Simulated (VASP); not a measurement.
Here is a VASP 6.6.1 calculation.

File INCAR:

```
SYSTEM = Au
PREC = Accurate ; ENCUT = 520
EDIFF = 1E-8 ; ISMEAR = -1
SIGMA = 0.03 ; LREAL = .FALSE.
LASPH = .TRUE. ; NELM = 80
ALGO = Normal ; ISIF = 2
LWAVE = .FALSE. ; LCHARG = .FALSE.
GGA = CA ; LEFG = .TRUE.
NBANDS = 18
```

The input KPOINTS:

```
regular mesh
0
G
  14 14 8
  0 0 0
```

Contents of POSCAR:

```
Au
1.0
    2.8608044381      0.0000000000      0.0000000000
   -1.4304022190      2.4775293187      0.0000000000
    0.0000000000      0.0000000000      4.8140459691
Au
2
Direct
    0.3333333333      0.6666666667      0.7500000000
    0.6666666667      0.3333333333      0.2500000000
```

Potentials or basis: VASP PAW LDA potentials, release 64 (Au).

Run with:

```sh
$ cat potpaw_LDA.64/Au/POTCAR > POTCAR
$ mpirun -np 1 vasp_std > vasp.out
```

(1) What does it give for the band gap on the k mesh?

(2) Predict the pressure.

Answers

(1) zero (bands 11 and 12 overlap by 6.55 eV).

(2) -4.5 GPa.

Caveat: the cell stands under tension; without QUAD_EFG the Cq values of the log hold for a quadrupole moment of 1 mb, not for the nuclei; spin-orbit coupling is left out, which moves the levels of the heavy elements.
